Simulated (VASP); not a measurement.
Here is a VASP 6.6.1 calculation.

INCAR

```
SYSTEM = InTe4
PREC = Accurate ; ENCUT = 520
EDIFF = 1E-6 ; ISMEAR = 0
SIGMA = 0.1 ; LREAL = .False.
LASPH = .True. ; NELM = 100
ALGO = Normal ; ISIF = 2
LWAVE = .False. ; LCHARG = .True.
GGA = PE ; LELF = .True.
LVHAR = .True. ; NBANDS = 26
```

Contents of KPOINTS:

```
Automatic mesh
0
Gamma
  4 4 2
  0 0 0
```

The input POSCAR:

```
InTe4
1.0
    4.4096760771      0.0000000000      0.0000000000
    0.0000000000      4.4096760771      0.0000000000
    0.0000000000      0.0000000000      9.4112168569
In Te
1 4
Direct
    0.5000000000      0.5000000000      0.5000000000
    0.5000000000      0.5000000000      0.8206775774
    0.5000000000      0.5000000000      0.1793224226
    0.0000000000      0.0000000000      0.2233598669
    0.0000000000      0.0000000000      0.7766401331
```

Potentials or basis: VASP PAW PBE potentials, release 64 (In_d, Te).

Launch:

```console
$ cat potpaw_PBE.64/In_d/POTCAR potpaw_PBE.64/Te/POTCAR > POTCAR
$ mpirun -np 1 vasp_std > vasp.out
```

Question: Estimate the largest force.

Answer: 0.016 eV/Å.

Question: Predict the pressure.

Answer: -0.2 GPa.

Question: What does it give for the band gap on the k mesh?

Answer: Zero (an odd number of electrons rules out a gap without spin polarisation).

Forces in eV/Å, atoms in the order of the input:
```
In   0.000  0.000  0.000
Te   0.000  0.000  0.007
Te   0.000  0.000 -0.007
Te   0.000  0.000 -0.016
Te   0.000  0.000  0.016
```

Caveat: spin-orbit coupling is left out, which moves the levels of the heavy elements; an odd number of electrons without spin polarisation forces a metal; a magnetic or distorted state may lie lower.
